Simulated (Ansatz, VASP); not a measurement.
ZnSe: VASP beside Ansatz

```
Zn Se
1.0
     0.00000    2.81666    2.81666
     2.81666    0.00000    2.81666
     2.81666    2.81666    0.00000
Zn Se
1 1
Cartesian
  0.0000 0.0000 0.0000
  1.4083 1.4083 1.4083
```

Alike in both runs: task single point; functional PBEsol; k mesh 8 × 8 × 8; no spin polarisation.

|  | VASP | Ansatz |
| --- | --- | --- |
| version | VASP 6.6.1 | Ansatz 0.2.0 |
| potentials or method | VASP PAW PBE potentials, release 64 (Zn, Se), cutoff 500 eV | scalar-relativistic, plane waves, PAW |
| occupations | gaussian, width 0.01 eV | fixed |
| valence electrons in the cell | 18 | 28 |

|  | VASP | Ansatz | Ansatz less VASP |
| --- | --- | --- | --- |
| gap on the k mesh at the Fermi level (eV) | 1.24 | 1.24 | -0.007 |
| least direct gap on the mesh (eV) | 1.24 | 1.24 | -0.007 |

VASP's potentials were made for PBE, not for PBEsol, and Ansatz warns of the same on its side. VASP's potentials hold 18 valence electrons a cell and Ansatz's 28, so a difference there can come from the potentials and not from the codes.
